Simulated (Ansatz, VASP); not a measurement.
## BaTiO3 in VASP and in Ansatz

```
Ba Ti O
1.0
     4.00730   -0.02004   -0.02004
    -0.02004    4.00730   -0.02004
    -0.02004   -0.02004    4.00730
Ba Ti O
1 1 3
Cartesian
  1.9836 1.9836 1.9836
  0.0000 0.0000 0.0000
  2.0036 -0.0100 -0.0100
  -0.0100 2.0036 -0.0100
  -0.0100 -0.0100 2.0036
```

Change from the starting cell: equal xy, yz and zx shear strains of -1 %, crystal datasets.

Alike in both runs: task electric field gradients; functional LDA; k mesh 8 × 8 × 8; occupations fermi-dirac, width 0.05 eV; no spin polarisation.

|  | VASP | Ansatz |
| --- | --- | --- |
| version | VASP 6.6.1 | Ansatz 0.2.0 |
| potentials or method | VASP PAW LDA potentials, release 64 (Ba_sv, Ti_sv, O), cutoff 520 eV | all-electron PAW with datasets made for the crystal, scalar-relativistic |

Ansatz gave:

```
pressure (GPa)                                                : -9.4
traceless stress, the component that is largest in VASP (GPa) : 1.20
size of Vzz on the site where it differs most (V/Å²)          : 12.3
```

**Question.** Estimate VASP's values.

**Answer.** Pressure (GPa): -7.4; traceless stress, the component that is largest in VASP (GPa): 1.23; size of Vzz on the site where it differs most (V/Å²): 13.4.

LDA's correlation is that of Perdew and Zunger in VASP and of Perdew and Wang (1992) in Ansatz. Ansatz ran all-electron here, and VASP with PAW potentials.

Spin-orbit coupling is off throughout.
